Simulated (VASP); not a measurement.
# BeS (Cccm) in VASP: single point with PBE

Aim: the single point of BeS with PBE.

All numbers are computed with VASP 6.6.1; they aren't measurements. Logs are shortened: lines on timing, memory, paths and dates and some standing lists are left out, and cuts for length are marked.

## (1) The cell of the first run

It takes space group Cccm (No. 66, orthorhombic). Conventional cell: a = 4.647 Å, b = 4.675 Å, c = 5.844 Å, α = 90.00°, β = 90.00°, γ = 90.00°. Be (site symmetry 2/m) has 4 S at 2.20 Å within 2.9 Å. S (site symmetry 222) has 4 Be at 2.20 Å within 2.9 Å.

## (2) Single point, PBE

INCAR

```
SYSTEM = BeS
ALGO     = Normal         ! electronic algorithm
EDIFF    = 1E-6           ! SCF threshold, eV
ENCUT    = 600            ! plane-wave cutoff, eV
GGA      = PE             ! functional
GGA_COMPAT= .False.      
ISIF     = 2              ! what is computed and relaxed
ISMEAR   = 0              ! smearing method
LASPH    = .True.         ! aspherical terms in the spheres
LCHARG   = .False.        ! write CHGCAR
LREAL    = .False.        ! projectors in reciprocal space
LWAVE    = .False.        ! write WAVECAR
NBANDS   = 16             ! bands
NELM     = 120            ! most SCF steps
PREC     = Accurate       ! precision mode
SIGMA    = 0.15           ! smearing width, eV
```

KPOINTS

```
k-points
0
Gamma
  4 4 3
  0 0 0
```

POSCAR

```
BeS
1.0
    2.3234555144     -2.3374638394      0.0000000000
    2.3234555144      2.3374638394      0.0000000000
    0.0000000000      0.0000000000      5.8439221336
Be S
2 2
Direct
    0.5000000000      0.0000000000      0.5000000000
    0.0000000000      0.5000000000      0.0000000000
    0.0000000000      0.0000000000      0.2500000000
    0.0000000000      0.0000000000      0.7500000000
```

Potentials or basis: VASP PAW PBE potentials, release 64 (Be, S).

The run is started by

```sh
$ cat potpaw_PBE.64/Be/POTCAR potpaw_PBE.64/S/POTCAR > POTCAR
$ mpirun -np 1 vasp_std > vasp.out
```

OUTCAR:

```text
SYSTEM = BeS
   EDIFF = 1E-6
   ENCUT = 600
   GGA = PE
   ISIF = 2
   ISMEAR = 0
   LASPH = .True.
   LREAL = .False.
   NELM = 120
   PREC = Accurate

 ion  position               nearest neighbor table
   1  0.500  0.000  0.500-   3 2.20   4 2.20   3 2.20   4 2.20
   2  0.000  0.500  0.000-   3 2.20   4 2.20   3 2.20   4 2.20
   3  0.000  0.000  0.250-   1 2.20   2 2.20   2 2.20   1 2.20
   4  0.000  0.000  0.750-   1 2.20   2 2.20   2 2.20   1 2.20

  LATTYP: Found a base centered orthorhombic cell.
 ALAT       =     4.6469110288
 B/A-ratio  =     1.0060290911
 C/A-ratio  =     1.2575928606

  Lattice vectors:

 A1 = (   2.3234555144,  -2.3374638394,   0.0000000000)
 A2 = (   2.3234555144,   2.3374638394,   0.0000000000)
 A3 = (   0.0000000000,   0.0000000000,   5.8439221336)

Analysis of symmetry for initial positions (statically):
=====================================================================
 Subroutine PRICEL returns:
 Original cell was already a primitive cell.

 Routine SETGRP: Setting up the symmetry group for a
 base centered orthorhombic supercell.

 Subroutine GETGRP returns: Found  8 space group operations
 (whereof  4 operations were pure point group operations)
 out of a pool of  8 trial point group operations.

The static configuration has the point symmetry C_2h.
 The point group associated with its full space group is D_2h.

Analysis of symmetry for dynamics (positions and initial velocities):
=====================================================================
 Subroutine PRICEL returns:
 Original cell was already a primitive cell.

 Routine SETGRP: Setting up the symmetry group for a
 base centered orthorhombic supercell.

 Subroutine GETGRP returns: Found  8 space group operations
 (whereof  4 operations were pure point group operations)
 out of a pool of  8 trial point group operations.

The dynamic configuration has the point symmetry C_2h.
 The point group associated with its full space group is D_2h.

 Subroutine INISYM returns: Found  8 space group operations
 (whereof  4 operations are pure point group operations),
 and found     1 'primitive' translations

----------------------------------------------------------------------------------------

                                     Primitive cell

  volume of cell :      63.4766

  direct lattice vectors                    reciprocal lattice vectors
     2.323455514 -2.337463839  0.000000000     0.215196718 -0.213907052  0.000000000
     2.323455514  2.337463839  0.000000000     0.215196718  0.213907052  0.000000000
     0.000000000  0.000000000  5.843922134     0.000000000  0.000000000  0.171117954

  length of vectors
     3.295782567  3.295782567  5.843922134     0.303423556  0.303423556  0.171117954

  position of ions in fractional coordinates (direct lattice)
     0.500000000  0.000000000  0.500000000
     0.000000000  0.500000000  0.000000000
     0.000000000  0.000000000  0.250000000
     0.000000000  0.000000000  0.750000000

  ion indices of the primitive-cell ions
   primitive index   ion index
                 1           1
                 2           2
                 3           3
                 4           4

----------------------------------------------------------------------------------------

 KPOINTS: k-points

Automatic generation of k-mesh.
 Grid dimensions read from file:
 generate k-points for:    4    4    3

 Generating k-lattice:

  Cartesian coordinates                     Fractional coordinates (reciprocal lattice)
     0.053799179 -0.053476763  0.000000000     0.250000000  0.000000000  0.000000000
     0.053799179  0.053476763  0.000000000     0.000000000  0.250000000  0.000000000
     0.000000000  0.000000000  0.057039318     0.000000000  0.000000000  0.333333333

  Length of vectors
     0.075855889  0.075855889  0.057039318

  Shift w.r.t. Gamma in fractional coordinates (k-lattice)
     0.000000000  0.000000000  0.000000000

 Subroutine IBZKPT returns following result:
 ===========================================

 Found     14 irreducible k-points:

 Following reciprocal coordinates:
            Coordinates               Weight
  0.000000  0.000000  0.000000      1.000000
  0.250000  0.000000  0.000000      4.000000
  0.500000  0.000000  0.000000      2.000000
  0.250000  0.250000  0.000000      2.000000
  0.500000  0.250000  0.000000      4.000000
 -0.250000  0.250000  0.000000      2.000000
  0.500000  0.500000  0.000000      1.000000
  0.000000  0.000000  0.333333      2.000000
  0.250000  0.000000  0.333333      8.000000
  0.500000  0.000000  0.333333      4.000000
  0.250000  0.250000  0.333333      4.000000
  0.500000  0.250000  0.333333      8.000000
 -0.250000  0.250000  0.333333      4.000000
  0.500000  0.500000  0.333333      2.000000
   k-points           NKPTS =     14   k-points in BZ     NKDIM =     14   number of bands    NBANDS=     16
   number of dos      NEDOS =    301   number of ions     NIONS =      4
   total plane-waves  NPLWV =  37632
   dimension x,y,z NGX =    28 NGY =   28 NGZ =   48
   dimension x,y,z NGXF=    56 NGYF=   56 NGZF=   96
   ions per type =               2   2
   NGX,Y,Z   is equivalent  to a cutoff of  14.12, 14.12, 13.65 a.u.
   NGXF,Y,Z  is equivalent  to a cutoff of  28.25, 28.25, 27.31 a.u.
 SYSTEM =  BeS
   PREC   = accura    normal or accurate (medium, high low for compatibility)
   ISTART =      0    job   : 0-new  1-cont  2-samecut
   ICHARG =      2    charge: 1-file 2-atom 10-const
   ISPIN  =      1    spin polarized calculation?
   LNONCOLLINEAR =      F non collinear calculations
   LSORBIT =      F    spin-orbit coupling
   LASPH  =      T    aspherical Exc in radial PAW
   ENCUT  =  600.0 eV  44.10 Ry    6.64 a.u.   6.58  6.58 11.67*2*pi/ulx,y,z
   NELM   =    120;   NELMIN=  2; NELMDL= -5     # of ELM steps
   EDIFF  = 0.1E-05   stopping-criterion for ELM
   LREAL  =      F    real-space projection
   EDIFFG = 0.1E-04   stopping-criterion for IOM
   NSW    =      0    number of steps for IOM
   IBRION =     -1    ionic relax: 0-MD 1-quasi-New 2-CG
   NFREE  =      0    steps in history (QN), initial steepest desc. (CG)
   ISIF   =      2    stress and relaxation
   ISYM   =      2    0-nonsym 1-usesym 2-fastsym
   POTIM  = 0.5000    time-step for ionic-motion
   TEBEG  =    0.0;   TEEND  =   0.0 temperature during run
   PSTRESS=    0.0 pullay stress
   NELECT =      16.0000    total number of electrons
   NUPDOWN=      -1.0000    fix difference up-down
   EMIN   =  10.00;   EMAX   =-10.00  energy-range for DOS
   EFERMI =   0.00;   METHOD = LEGACY
   ISMEAR =     0;   SIGMA  =   0.15  broadening in eV -4-tet -1-fermi 0-gaus
   EFERMI_NEDOS =   21; number of points for ismear=-14 and -15
   IALGO  =     38    algorithm
   IMIX   =      4    mixing-type and parameters
     AMIX     =   0.40;   BMIX     =  1.00
     AMIX_MAG =   1.60;   BMIX_MAG =  1.00
  volume/ion in A,a.u.               =      15.87       107.09
  Fermi-wavevector in a.u.,A,eV,Ry     =   1.034134  1.954230 14.550529  1.069434
  Thomas-Fermi vector in A             =   2.168415
   LORBIT       =      0    0 simple, 1 ext, 2 COOP (PROOUT), +10 PAW based schemes
   GGA     = PE    functional components
   LHFCALC =     F    Hartree Fock is set to
   AEXX    =    0.0000 exact exchange contribution
   IVDW    =     0    specifies the selected vdW correction
   LEPSILON=     F    determine dielectric tensor
   LRPA    =     F    only Hartree local field effects (RPA)
 non-spin polarized calculation
 Gauss-broadening in eV      SIGMA  =   0.15
  energy-cutoff  :      600.00
  volume of cell :       63.48
 maximum number of plane-waves:      2136
 NGX is ok and might be reduce to    28
   NGX = 13   NGY = 13   NGZ = 23

 number of electron      16.0000000 magnetization

 Free energy of the ion-electron system (eV)
  ---------------------------------------------------
  ext. energy  EPLUGINS =         0.00000000
  ---------------------------------------------------
  free energy    TOTEN  =       -16.85218687 eV

  energy without entropy =      -16.84515521  energy(sigma->0) =      -16.84867104

 E-fermi :   4.9165     XC(G=0):  -9.3128

 val. band max:        4.7860897319   @ k =   0.2500   0.2500   0.0000
 cond. band min:       5.0539122471   @ k =   0.5000   0.2500   0.0000
 fundamental gap:      0.2678225152
 Fermi energy:         4.9164940747

 k-point     1 :       0.0000    0.0000    0.0000
  band No.  band energies     occupation
      1      -9.9161      2.00000
      2      -8.1361      2.00000
      3      -2.5927      2.00000
      4       2.0773      2.00000
      5       2.0797      2.00000
      6       3.5934      2.00000
[... 8 lines left out ...]
     15      11.0158      0.00000
     16      11.2743      0.00000

 k-point     2 :       0.2500    0.0000    0.0000
  band No.  band energies     occupation
      1      -9.5447      2.00000
      2      -7.7413      2.00000
      3      -2.2488      2.00000
      4      -0.3416      2.00000
      5       1.5328      2.00000
      6       2.3852      2.00000
[... 8 lines left out ...]
     15      12.6868      0.00000
     16      13.0794      0.00000

 k-point     3 :       0.5000    0.0000    0.0000
  band No.  band energies     occupation
      1      -9.0867      2.00000
      2      -7.2506      2.00000
      3      -2.0098      2.00000
      4      -1.8085      2.00000
      5      -0.1495      2.00000
      6       2.7424      2.00000
[... 8 lines left out ...]
     15      11.2393      0.00000
     16      12.7385      0.00000

 k-point     4 :       0.2500    0.2500    0.0000
  band No.  band energies     occupation
      1      -9.1893      2.00000
      2      -7.3472      2.00000
      3      -1.9452      2.00000
      4      -0.1271      2.00000
      5       0.3674      2.00000
      6       1.7526      2.00000
[... 8 lines left out ...]
     15      13.0953      0.00000
     16      13.1543      0.00000

 k-point     5 :       0.5000    0.2500    0.0000
  band No.  band energies     occupation
      1      -8.7616      2.00000
      2      -6.8618      2.00000
      3      -1.5772      2.00000
      4      -1.4887      2.00000
      5       0.1892      2.00000
      6       0.7410      2.00000
[... 8 lines left out ...]
     15      13.1961      0.00000
     16      13.6552      0.00000

 k-point     6 :      -0.2500    0.2500    0.0000
  band No.  band energies     occupation
      1      -9.1934      2.00000
      2      -7.3509      2.00000
      3      -1.9504      2.00000
      4      -0.1150      2.00000
      5       0.3951      2.00000
      6       1.7766      2.00000
[... 8 lines left out ...]
     15      13.1104      0.00000
     16      13.1323      0.00000
[... 77 lines left out ...]
 k-point    11 :       0.2500    0.2500    0.3333
  band No.  band energies     occupation
      1      -8.8507      2.00000
      2      -7.9784      2.00000
      3      -0.6111      2.00000
      4       0.2067      2.00000
      5       0.6306      2.00000
      6       1.2405      2.00000
[... 8 lines left out ...]
     15      12.8496      0.00000
     16      13.3044      0.00000

 k-point    12 :       0.5000    0.2500    0.3333
  band No.  band energies     occupation
      1      -8.4160      2.00000
      2      -7.5183      2.00000
      3      -1.1884      2.00000
      4      -0.3600      2.00000
      5      -0.2024      2.00000
      6       0.9856      2.00000
[... 8 lines left out ...]
     15      13.4651      0.00000
     16      13.9445      0.00000

 k-point    13 :      -0.2500    0.2500    0.3333
  band No.  band energies     occupation
      1      -8.8548      2.00000
      2      -7.9823      2.00000
      3      -0.6146      2.00000
      4       0.2180      2.00000
      5       0.6536      2.00000
      6       1.2628      2.00000
[... 8 lines left out ...]
     15      12.7939      0.00000
     16      13.3056      0.00000

 k-point    14 :       0.5000    0.5000    0.3333
  band No.  band energies     occupation
      1      -8.0166      2.00000
      2      -7.0812      2.00000
      3      -0.5219      2.00000
      4      -0.4817      2.00000
      5       0.1607      2.00000
      6       0.1839      2.00000
[... 8 lines left out ...]
     15      11.9347      0.00000
     16      14.2394      0.00000

------------------------ aborting loop because EDIFF is reached ----------------------------------------

  FORCE on cell =-STRESS in cart. coord.  units (eV):
  Direction    XX          YY          ZZ          XY          YZ          ZX
  --------------------------------------------------------------------------------------
  -------------------------------------------------------------------------------------
  Total        0.1326493      0.1562137      0.1795756      0.0000000      0.0000000      0.0000000
  in kB        3.3481260      3.9429034      4.5325666      0.0000000      0.0000000      0.0000000
  external PRESSURE =       3.9411987 kB  Pullay stress =       0.0000000 kB

 VOLUME and BASIS-vectors are now :
 -----------------------------------------------------------------------------
  energy-cutoff  :      600.00
  volume of cell :       63.48
      direct lattice vectors                 reciprocal lattice vectors
     2.323455514 -2.337463839  0.000000000     0.215196718 -0.213907052  0.000000000
     2.323455514  2.337463839  0.000000000     0.215196718  0.213907052  0.000000000
     0.000000000  0.000000000  5.843922134     0.000000000  0.000000000  0.171117954

 POSITION                                       TOTAL-FORCE (eV/Angst)
 -----------------------------------------------------------------------------------
      1.16173     -1.16873      2.92196        -0.000000      0.000000      0.000000
      1.16173      1.16873      0.00000         0.000000      0.000000      0.000000
      0.00000      0.00000      1.46098         0.000000      0.000000     -0.000000
      0.00000      0.00000      4.38294         0.000000     -0.000000      0.000000
 -----------------------------------------------------------------------------------
    total drift:                               -0.000000     -0.000000     -0.000000

  FREE ENERGIE OF THE ION-ELECTRON SYSTEM (eV)
  ---------------------------------------------------
  free  energy   TOTEN  =       -16.8521868734 eV

  energy  without entropy=      -16.8451552149  energy(sigma->0) =      -16.84867104
```

It took 11 s on 1 thread of Intel Xeon Platinum 8375C at 2.90GHz (Ice Lake), shared host; peak memory 0.18 GiB.

What came out:

```
Free energy            : -16.8522 eV
Pressure               : 0.4 GPa
Band gap on the k mesh : zero (band 8 reaches 5.05 eV, above the bottom of band 9 at 4.55 eV)
```

Stress tensor (GPa, compression positive):
```
0.33 0.00 0.00
0.00 0.39 0.00
0.00 0.00 0.45
```

Caveat: the k points lie up to 0.48 Å⁻¹ apart.
